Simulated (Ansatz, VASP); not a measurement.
One calculation of Cd2Se5, two programs

```
CELL_PARAMETERS angstrom
2.08171 1.20188 11.82747
-2.08171 1.20188 11.82747
0.00000 -2.40375 11.82747
ATOMIC_POSITIONS crystal
Cd 0.43319 0.43319 0.43319
Cd 0.56681 0.56681 0.56681
Se 0.70722 0.70722 0.70722
Se 0.12947 0.12947 0.12947
Se 0.87053 0.87053 0.87053
Se 0.29278 0.29278 0.29278
Se 0.00000 0.00000 0.00000
```

Alike in both runs: functional PBE; k mesh 5 × 5 × 5; occupations gaussian, width 0.2 eV; no spin polarisation.

Ansatz relaxed the structure, and its values are those at the end. VASP's run is a single point on that final structure, the one shown.

|  | VASP | Ansatz |
| --- | --- | --- |
| version | VASP 6.6.1 | Ansatz 0.2.0 |
| potentials or method | VASP PAW PBE potentials, release 64 (Cd, Se), cutoff 520 eV | scalar-relativistic, plane waves, PAW |
| valence electrons in the cell | 54 | 120 |

|  | VASP | Ansatz | Ansatz less VASP |
| --- | --- | --- | --- |
| gap on the k mesh at the Fermi level (eV) | none | none | - |
| pressure (GPa) | 0.1 | -0.1 | -0.20 |
| rms of the force components (eV/Å) | 0.008 | 0.022 | +0.0137 |

A gap of «none» marks a metal or a gap that the smearing closes. The functional is the same, so the differences come from potentials, cutoffs and numerics. VASP's potentials hold 54 valence electrons a cell and Ansatz's 120, so a difference there can come from the potentials and not from the codes.
